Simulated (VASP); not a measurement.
SrCl2:

```
Sr Cl
1.0
     2.08574    1.20420    6.13505
    -2.08574    1.20420    6.13505
     0.00000   -2.40841    6.13505
Sr Cl
1 2
Direct
  0.00020 0.00020 0.00020
  0.42277 0.42277 0.42277
  0.24369 0.24369 0.24369
```

Base run:

- Program: VASP 6.6.1
- Functional: r2SCAN
- Potentials or basis: VASP PAW PBE potentials, release 64 (Sr_sv, Cl)
- Cutoff: 520 eV
- k mesh: 8 × 8 × 8
- Occupations: gaussian, width 0.01 eV
- Spin: no spin polarisation

Its results: band gap on the k mesh 4.88 eV; pressure 0.7 GPa; largest force 0.008 eV/Å.

Question: After a change of settings the same cell gave: band gap on the k mesh 3.93 eV; pressure -1.9 GPa; largest force 0.235 eV/Å. Which change was it?
A. functional from r2SCAN to PBE; k mesh from 8 × 8 × 8 to 4 × 4 × 4
B. functional from r2SCAN to PBE; occupations from gaussian, width 0.01 eV to fermi-dirac, width 0.02 eV
C. functional from r2SCAN to LDA; potentials or basis from VASP PAW PBE potentials, release 64 (Sr_sv, Cl) to VASP PAW LDA potentials, release 64 (Sr_sv, Cl)

Answer: C.

Caveats: the PAW data sets were made with another functional, which shifts forces and pressure a little (at least some runs).
